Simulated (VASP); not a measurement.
# TaN (P-6m2) in VASP: notebook, part 2 of 2

VASP 6.6.1. Earlier steps stand in the parts before.

### 3 Single point, PBEsol

This run uses another cell than the first one, of the same volume but with other edges.

The input, INCAR:

```
SYSTEM = TaN
ALGO = Normal
EDIFF = 1E-7
ENCUT = 520
GGA = PS
ISIF = 2
ISMEAR = 0
LASPH = .TRUE.
LCHARG = .FALSE.
LREAL = .FALSE.
LWAVE = .FALSE.
NBANDS = 15
NELM = 80
PREC = Accurate
SIGMA = 0.15
```

The input, KPOINTS:

```
k-points
0
G
  18 18 16
  0 0 0
```

The input, POSCAR:

```
TaN
1.0
    2.8144000000      0.0000000000      0.0000000000
   -1.4072000000      2.4373418964      0.0000000000
    0.0000000000      0.0000000000      2.7990000000
Ta N
1 1
Direct
    0.3333333333      0.6666666667      0.5000000000
    0.0000000000      0.0000000000      0.0000000000
```

Potentials or basis: VASP PAW PBE potentials, release 64 (Ta_pv, N).

On the command line:

```sh
$ cat potpaw_PBE.64/Ta_pv/POTCAR potpaw_PBE.64/N/POTCAR > POTCAR
$ mpirun -np 1 vasp_std > vasp.out
```

OUTCAR:

```text
SYSTEM = TaN
   EDIFF = 1E-7
   ENCUT = 520
   GGA = PS
   ISIF = 2
   ISMEAR = 0
   LASPH = .TRUE.
   LREAL = .FALSE.
   NELM = 80
   PREC = Accurate

 ion  position               nearest neighbor table
   1  0.333  0.667  0.500-   2 2.14   2 2.14   2 2.14   2 2.14   2 2.14   2 2.14
   2  0.000  0.000  0.000-   1 2.14   1 2.14   1 2.14   1 2.14   1 2.14   1 2.14

  LATTYP: Found a hexagonal cell.
 ALAT       =     2.8144000000
 C/A-ratio  =     0.9945281410

  Lattice vectors:

 A1 = (   2.8144000000,   0.0000000000,   0.0000000000)
 A2 = (  -1.4072000000,   2.4373418964,   0.0000000000)
 A3 = (   0.0000000000,   0.0000000000,   2.7990000000)

Analysis of symmetry for initial positions (statically):
=====================================================================
 Subroutine PRICEL returns:
 Original cell was already a primitive cell.

 Routine SETGRP: Setting up the symmetry group for a
 hexagonal supercell.

 Subroutine GETGRP returns: Found 12 space group operations
 (whereof 12 operations were pure point group operations)
 out of a pool of 24 trial point group operations.

The static configuration has the point symmetry D_3h.

Analysis of symmetry for dynamics (positions and initial velocities):
=====================================================================
 Subroutine PRICEL returns:
 Original cell was already a primitive cell.

 Routine SETGRP: Setting up the symmetry group for a
 hexagonal supercell.

 Subroutine GETGRP returns: Found 12 space group operations
 (whereof 12 operations were pure point group operations)
 out of a pool of 24 trial point group operations.

The dynamic configuration has the point symmetry D_3h.

 Subroutine INISYM returns: Found 12 space group operations
 (whereof 12 operations are pure point group operations),
 and found     1 'primitive' translations

----------------------------------------------------------------------------------------

                                     Primitive cell

  volume of cell :      19.2002

  direct lattice vectors                    reciprocal lattice vectors
     2.814400000  0.000000000  0.000000000     0.355315520  0.205141511  0.000000000
    -1.407200000  2.437341896  0.000000000     0.000000000  0.410283022  0.000000000
     0.000000000  0.000000000  2.799000000     0.000000000  0.000000000  0.357270454

  length of vectors
     2.814400000  2.814400000  2.799000000     0.410283022  0.410283022  0.357270454

  position of ions in fractional coordinates (direct lattice)
     0.333333333  0.666666667  0.500000000
     0.000000000  0.000000000  0.000000000

  ion indices of the primitive-cell ions
   primitive index   ion index
                 1           1
                 2           2

----------------------------------------------------------------------------------------

 KPOINTS: k-points

Automatic generation of k-mesh.
 Grid dimensions read from file:
 generate k-points for:   18   18   16

 Generating k-lattice:

  Cartesian coordinates                     Fractional coordinates (reciprocal lattice)
     0.019739751  0.011396751  0.000000000     0.055555556 -0.000000000  0.000000000
     0.000000000  0.022793501  0.000000000     0.000000000  0.055555556  0.000000000
     0.000000000  0.000000000  0.022329403     0.000000000  0.000000000  0.062500000

  Length of vectors
     0.022793501  0.022793501  0.022329403

  Shift w.r.t. Gamma in fractional coordinates (k-lattice)
     0.000000000  0.000000000  0.000000000

 Subroutine IBZKPT returns following result:
 ===========================================

 Found    333 irreducible k-points:

 Following reciprocal coordinates:
            Coordinates               Weight
  0.000000  0.000000  0.000000      1.000000
  0.055556  0.000000  0.000000      6.000000
  0.111111  0.000000  0.000000      6.000000
  0.166667  0.000000  0.000000      6.000000
  0.222222  0.000000  0.000000      6.000000
  0.277778  0.000000  0.000000      6.000000
[... 16 lines left out ...]
  0.333333  0.111111  0.000000     12.000000
  0.388889  0.111111  0.000000     12.000000
 [... further k-points ...]
   k-points           NKPTS =    333   k-points in BZ     NKDIM =    333   number of bands    NBANDS=     15
   number of dos      NEDOS =    301   number of ions     NIONS =      2
   total plane-waves  NPLWV =  13824
   dimension x,y,z NGX =    24 NGY =   24 NGZ =   24
   dimension x,y,z NGXF=    48 NGYF=   48 NGZF=   48
   ions per type =               1   1
   NGX,Y,Z   is equivalent  to a cutoff of  14.18, 14.18, 14.25 a.u.
   NGXF,Y,Z  is equivalent  to a cutoff of  28.35, 28.35, 28.51 a.u.
 SYSTEM =  TaN
   PREC   = accura    normal or accurate (medium, high low for compatibility)
   ISTART =      0    job   : 0-new  1-cont  2-samecut
   ICHARG =      2    charge: 1-file 2-atom 10-const
   ISPIN  =      1    spin polarized calculation?
   LNONCOLLINEAR =      F non collinear calculations
   LSORBIT =      F    spin-orbit coupling
   LASPH  =      T    aspherical Exc in radial PAW
   ENCUT  =  520.0 eV  38.22 Ry    6.18 a.u.   5.23  5.23  5.20*2*pi/ulx,y,z
   NELM   =     80;   NELMIN=  2; NELMDL= -5     # of ELM steps
   EDIFF  = 0.1E-06   stopping-criterion for ELM
   LREAL  =      F    real-space projection
   EDIFFG = 0.1E-05   stopping-criterion for IOM
   NSW    =      0    number of steps for IOM
   IBRION =     -1    ionic relax: 0-MD 1-quasi-New 2-CG
   NFREE  =      0    steps in history (QN), initial steepest desc. (CG)
   ISIF   =      2    stress and relaxation
   ISYM   =      2    0-nonsym 1-usesym 2-fastsym
   POTIM  = 0.5000    time-step for ionic-motion
   TEBEG  =    0.0;   TEEND  =   0.0 temperature during run
   PSTRESS=    0.0 pullay stress
   NELECT =      16.0000    total number of electrons
   NUPDOWN=      -1.0000    fix difference up-down
   EMIN   =  10.00;   EMAX   =-10.00  energy-range for DOS
   EFERMI =   0.00;   METHOD = LEGACY
   ISMEAR =     0;   SIGMA  =   0.15  broadening in eV -4-tet -1-fermi 0-gaus
   EFERMI_NEDOS =   21; number of points for ismear=-14 and -15
   IALGO  =     38    algorithm
   IMIX   =      4    mixing-type and parameters
     AMIX     =   0.40;   BMIX     =  1.00
     AMIX_MAG =   1.60;   BMIX_MAG =  1.00
  volume/ion in A,a.u.               =       9.60        64.78
  Fermi-wavevector in a.u.,A,eV,Ry     =   1.540564  2.911244 32.291219  2.373338
  Thomas-Fermi vector in A             =   2.646633
   LORBIT       =      0    0 simple, 1 ext, 2 COOP (PROOUT), +10 PAW based schemes
   GGA     = PS    functional components
   LHFCALC =     F    Hartree Fock is set to
   AEXX    =    0.0000 exact exchange contribution
   IVDW    =     0    specifies the selected vdW correction
   LEPSILON=     F    determine dielectric tensor
   LRPA    =     F    only Hartree local field effects (RPA)
 non-spin polarized calculation
 Gauss-broadening in eV      SIGMA  =   0.15
  energy-cutoff  :      520.00
  volume of cell :       19.20
 maximum number of plane-waves:       533
 NGX is ok and might be reduce to    24

 number of electron      16.0000002 magnetization

 Free energy of the ion-electron system (eV)
  ---------------------------------------------------
  ext. energy  EPLUGINS =         0.00000000
  ---------------------------------------------------
  free energy    TOTEN  =       -23.51987838 eV

  energy without entropy =      -23.51908988  energy(sigma->0) =      -23.51948413

 E-fermi :   9.2910     XC(G=0): -14.1487

 val. band max:        9.2354413901   @ k =   0.5000   0.0000   0.5000
 cond. band min:       9.3045248380   @ k =   0.0556   0.0000   0.5000
 fundamental gap:      0.0690834479
 Fermi energy:         9.2909661634

 k-point     1 :       0.0000    0.0000    0.0000
  band No.  band energies     occupation
      1     -25.1543      2.00000
      2     -24.7481      2.00000
      3     -24.7481      2.00000
      4      -9.2751      2.00000
      5       4.3615      2.00000
      6       4.3615      2.00000
      7       4.5031      2.00000
      8       6.2372      2.00000
      9      12.5742      0.00000
     10      13.4172      0.00000
     11      13.4172      0.00000
     12      13.9912      0.00000
     13      13.9912      0.00000
     14      23.0253      0.00000
[... 401 lines left out ...]
      2     -25.2184      2.00000
      3     -24.9168      2.00000
      4      -6.4091      2.00000
      5       0.6081      2.00000
      6       3.4900      2.00000
      7       4.7256      2.00000
      8       6.8099      2.00000
      9      11.8419      0.00000
     10      12.9826      0.00000
     11      14.8142      0.00000
     12      16.2523      0.00000
     13      19.3249      0.00000
     14      22.9388      0.00000
     15      23.3786      0.00000

 [... further k-points ...]
[... 5 lines left out ...]
  --------------------------------------------------------------------------------------
  -------------------------------------------------------------------------------------
  Total        5.8220512      5.8220512      5.2732343      0.0000000      0.0000000     -0.0000000
  in kB      485.8267588    485.8267587    440.0301887      0.0000000      0.0000000     -0.0000000
  external PRESSURE =     470.5612354 kB  Pullay stress =       0.0000000 kB

 VOLUME and BASIS-vectors are now :
 -----------------------------------------------------------------------------
  energy-cutoff  :      520.00
  volume of cell :       19.20
      direct lattice vectors                 reciprocal lattice vectors
     2.814400000  0.000000000  0.000000000     0.355315520  0.205141511  0.000000000
    -1.407200000  2.437341896  0.000000000     0.000000000  0.410283022  0.000000000
     0.000000000  0.000000000  2.799000000     0.000000000  0.000000000  0.357270454

 POSITION                                       TOTAL-FORCE (eV/Angst)
 -----------------------------------------------------------------------------------
     -0.00000      1.62489      1.39950         0.000000      0.000000      0.000000
      0.00000      0.00000      0.00000        -0.000000      0.000000      0.000000
 -----------------------------------------------------------------------------------
    total drift:                                0.000000     -0.000000     -0.000000

  FREE ENERGIE OF THE ION-ELECTRON SYSTEM (eV)
  ---------------------------------------------------
  free  energy   TOTEN  =       -23.5198783773 eV

  energy  without entropy=      -23.5190898775  energy(sigma->0) =      -23.51948413
```

OSZICAR:

```text
N       E                     dE             d eps       ncg     rms          rms(c)
DAV:   1     0.900352865357E+02    0.90035E+02   -0.88018E+03 10006   0.115E+03
DAV:   2    -0.231312780265E+02   -0.11317E+03   -0.10686E+03 12034   0.312E+02
DAV:   3    -0.257868335073E+02   -0.26556E+01   -0.26440E+01 11880   0.447E+01
DAV:   4    -0.257964106545E+02   -0.95771E-02   -0.95748E-02 12748   0.289E+00
DAV:   5    -0.257964530285E+02   -0.42374E-04   -0.42372E-04 11824   0.181E-01    0.300E+01
DAV:   6    -0.235949034526E+02    0.22015E+01   -0.33828E+00 12477   0.225E+01    0.134E+01
DAV:   7    -0.235508907470E+02    0.44013E-01   -0.48021E-01 10340   0.554E+00    0.844E+00
DAV:   8    -0.235253378749E+02    0.25553E-01   -0.82794E-02 12538   0.247E+00    0.160E+00
DAV:   9    -0.235199350298E+02    0.54028E-02   -0.10221E-02 11306   0.862E-01    0.156E-01
DAV:  10    -0.235199303024E+02    0.47274E-05   -0.80252E-04 11985   0.340E-01    0.776E-02
DAV:  11    -0.235198782494E+02    0.52053E-04   -0.70608E-05 11887   0.959E-02    0.892E-03
DAV:  12    -0.235198784366E+02   -0.18719E-06   -0.81796E-06 10494   0.274E-02    0.366E-03
DAV:  13    -0.235198783773E+02    0.59283E-07   -0.36576E-08  8201   0.177E-03
   1 F= -.23519878E+02 E0= -.23519484E+02  d E =-.788500E-03
```

Wall time 57 s (1 thread of Intel Xeon Platinum 8259CL at 2.50GHz (Skylake/Cascade Lake), shared host); peak memory 0.22 GiB.

What came out:

```
Free energy            : -23.5199 eV
Pressure               : 47.1 GPa
Band gap on the k mesh : zero (band 8 reaches 9.70 eV, above the bottom of band 9 at 9.18 eV)
```

Stress tensor (GPa, compression positive):
```
48.58  0.00  0.00
 0.00 48.58  0.00
 0.00  0.00 44.00
```

Caveat: the PAW data sets were made with another functional, which shifts forces and pressure a little; spin-orbit coupling is left out, which moves the levels of the heavy elements.

### 4 Single point, PBEsol

This run uses another cell than the first one, of 9.72 Å³/atom, 1.013 times its volume.

The input, INCAR:

```
SYSTEM = TaN
PREC = Accurate
ENCUT = 520
EDIFF = 1E-7
ISMEAR = 0
SIGMA = 0.15
LREAL = .False.
LASPH = .True.
NELM = 80
ALGO = Normal
ISIF = 2
LWAVE = .False.
LCHARG = .False.
GGA = PS
NBANDS = 15
```

The input, KPOINTS:

```
Automatic mesh
0
Gamma
  18 18 16
  0 0 0
```

The input, POSCAR:

```
TaN
1.0
    2.8509000000      0.0000000000      0.0000000000
   -1.4254500000      2.4689518237      0.0000000000
    0.0000000000      0.0000000000      2.7631000000
Ta N
1 1
Direct
    0.3333333333      0.6666666667      0.5000000000
    0.0000000000      0.0000000000      0.0000000000
```

On the command line:

```sh
$ cat potpaw_PBE.64/Ta_pv/POTCAR potpaw_PBE.64/N/POTCAR > POTCAR
$ mpirun -np 1 vasp_std > vasp.out
```

Run time: 55 s. Hardware: 1 thread of Intel Xeon Platinum 8259CL at 2.50GHz (Skylake/Cascade Lake), shared host; peak memory 0.22 GiB.

Results (log left out):

| Quantity | Value |
| --- | --- |
| Free energy | -23.5774 eV |
| Pressure | 41.0 GPa |
| Band gap on the k mesh | zero (band 8 reaches 9.52 eV, above the bottom of band 9 at 9.07 eV) |

Stress tensor (GPa, compression positive):
```
36.03  0.00  0.00
 0.00 36.03  0.00
 0.00  0.00 51.07
```

Levels at points of the mesh, in eV from the Fermi level:
```tsv
k point	band 5	band 6	band 7	band 8	band 9	band 10	band 11	band 12
(0.00, 0.00, 0.00)	-5.12	-5.12	-4.69	-2.91	2.91	4.20	4.20	4.65
(0.50, 0.00, 0.00)	-8.87	-5.58	-3.92	-3.38	3.50	4.57	5.94	6.02
(0.00, 0.00, 0.50)	-10.00	-4.21	-4.21	-0.10	-0.10	2.97	3.53	3.53
(0.50, 0.00, 0.50)	-7.93	-6.54	-6.38	-0.03	4.94	6.14	7.18	8.09
```

Caveat: the PAW data sets were made with another functional, which shifts forces and pressure a little; spin-orbit coupling is left out, which moves the levels of the heavy elements.

### 5 Single point, PBEsol

This run uses another cell than the first one, of 9.71 Å³/atom, 1.012 times its volume.

The input, INCAR:

```
SYSTEM = TaN
PREC = Accurate ; ENCUT = 520
EDIFF = 1E-6 ; ISMEAR = 0
SIGMA = 0.15 ; LREAL = .False.
LASPH = .True. ; NELM = 80
ALGO = Normal ; ISIF = 2
LWAVE = .False. ; LCHARG = .True.
GGA = PS ; LELF = .True.
LVHAR = .True. ; NBANDS = 15
```

KPOINTS is that of step 4.

The input, POSCAR:

```
TaN
1.0
    2.7778000000      0.0000000000      0.0000000000
   -1.3889000000      2.4056453666      0.0000000000
    0.0000000000      0.0000000000      2.9066000000
Ta N
1 1
Direct
    0.3333333333      0.6666666667      0.5000000000
    0.0000000000      0.0000000000      0.0000000000
```

On the command line:

```sh
$ cat potpaw_PBE.64/Ta_pv/POTCAR potpaw_PBE.64/N/POTCAR > POTCAR
$ mpirun -np 1 vasp_std > vasp.out
```

It took 53 s on 1 thread of Intel Xeon Platinum 8259CL at 2.50GHz (Skylake/Cascade Lake), shared host; peak memory 0.22 GiB.

It converged, with:

* Free energy: -23.4804 eV
* Pressure: 39.7 GPa
* Band gap on the k mesh: zero (band 8 reaches 9.50 eV, above the bottom of band 9 at 8.98 eV)

Stress tensor (GPa, compression positive):
```
54.26  0.00  0.00
 0.00 54.26  0.00
 0.00  0.00 10.46
```

Levels at points of the mesh, in eV from the Fermi level:
```tsv
k point	band 5	band 6	band 7	band 8	band 9	band 10	band 11	band 12
(0.00, 0.00, 0.00)	-4.88	-4.39	-4.39	-3.30	3.74	3.77	3.77	4.58
(0.50, 0.00, 0.00)	-8.74	-6.23	-4.00	-2.90	3.21	5.37	5.47	6.71
(0.00, 0.00, 0.50)	-9.96	-3.43	-3.43	-0.15	-0.15	1.75	4.18	4.18
(0.50, 0.00, 0.50)	-7.83	-6.60	-5.71	-0.27	4.94	6.41	6.75	8.26
```

Caveat: the PAW data sets were made with another functional, which shifts forces and pressure a little; spin-orbit coupling is left out, which moves the levels of the heavy elements.

### 6 Overview

| cell | gap on the mesh (eV) | pressure (GPa) |
| --- | --- | --- |
| a = 2.851, b = 2.851, c = 2.727 Å, angles 90.0, 90.0, 120.0°, 2 atoms | none | 48.8 |
| a = 2.814, b = 2.814, c = 2.799 Å, angles 90.0, 90.0, 120.0°, 2 atoms | none | 47.1 |
| a = 2.851, b = 2.851, c = 2.763 Å, angles 90.0, 90.0, 120.0°, 2 atoms | none | 41.0 |
| a = 2.778, b = 2.778, c = 2.907 Å, angles 90.0, 90.0, 120.0°, 2 atoms | none | 39.7 |

Alike in all rows: task single point; level PBEsol; potentials or basis VASP PAW PBE potentials, release 64 (Ta_pv, N); no spin polarisation; k mesh 18 × 18 × 16; cutoff (eV) 520; smearing gaussian 0.15 eV.

Caveats: the PAW data sets were made with another functional, which shifts forces and pressure a little; spin-orbit coupling is left out, which moves the levels of the heavy elements.

Total energies depend on the potentials used, so only differences within one code and one set of settings carry meaning.
